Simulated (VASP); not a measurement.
Here is a VASP 6.6.1 calculation.

The input INCAR:

```
SYSTEM = BN
PREC = Accurate ; ENCUT = 520
EDIFF = 1E-7 ; ISMEAR = 0
SIGMA = 0.02 ; LREAL = .FALSE.
LASPH = .TRUE. ; NELM = 80
ALGO = Normal ; ISIF = 2
LWAVE = .FALSE. ; LCHARG = .FALSE.
LDIPOL = .TRUE. ; IDIPOL = 3
DIPOL = 0.5 0.5 0.500 ; GGA = PE
IVDW = 12 ; NBANDS = 11
```

Contents of KPOINTS:

```
Automatic mesh
0
G
  12 12 1
  0 0 0
```

The input POSCAR:

```
BN
1.0
    2.5120000000      0.0000000000      0.0000000000
   -1.2560000000      2.1754558143      0.0000000000
    0.0000000000      0.0000000000     26.0000000000
B N
1 1
Direct
    0.0000000000      0.0000000000      0.5109807692
    0.6666666667      0.3333333333      0.4890192308
```

Potentials or basis: VASP PAW PBE potentials, release 64 (B, N).

The run is started by

```console
$ cat potpaw_PBE.64/B/POTCAR potpaw_PBE.64/N/POTCAR > POTCAR
$ mpirun -np 1 vasp_std > vasp.out
```

Estimate the band gap on the k mesh.

1.43 eV.

What does it give for the largest force?

8.215 eV/Å.

Predict the dispersion energy per atom.

-0.076 eV.

Forces on the atoms (eV/Å):
```
B    0.000  0.000 -8.215
N    0.000  0.000  8.215
```
